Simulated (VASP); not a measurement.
Wanted: the native input for a VASP 6.6.1 run.

* Task: single point
* Functional: PBE
* Potentials or basis: VASP PAW PBE potentials, release 64 (Cu)
* Cutoff: 600 eV
* k mesh: 6 × 6 × 6
* Occupations: fermi-dirac, width 0.1 eV
* Spin: no spin polarisation
* Dipole correction: no
* Further INCAR settings: ALGO = Normal; EDIFF = 1e-06; NBANDS = 12

The structure of Cu lies in POSCAR:

```
Cu
1.0
    0.0000000000      1.8075000000      1.8075000000
    1.8075000000      0.0000000000      1.8075000000
    1.8075000000      1.8075000000      0.0000000000
Cu
1
Direct
    0.0000000000      0.0000000000      0.0000000000
```

One way to write it, as run:

INCAR

```
PREC = Accurate ; ENCUT = 600
EDIFF = 1E-6 ; ISMEAR = -1
SIGMA = 0.1 ; LREAL = False
LASPH = True ; NELM = 120
ALGO = Normal ; ISIF = 2
LWAVE = False ; LCHARG = True
GGA = PE ; LELF = True
LVHAR = True ; NBANDS = 12
GGA_COMPAT = False
```

KPOINTS

```
Automatic mesh
0
Gamma
  6 6 6
```

Potentials or basis: VASP PAW PBE potentials, release 64 (Cu).

Command:

```console
$ cat potpaw_PBE.64/Cu/POTCAR > POTCAR
$ mpirun -np 1 vasp_std > vasp.out
```

It gave:

```yaml
Pressure: 3.5 GPa
```

Caveat: the k points lie up to 0.50 Å⁻¹ apart.

Wall time 6.8 s on 1 thread of Intel Xeon 8259CL (shared host), peak memory 0.12 GiB.
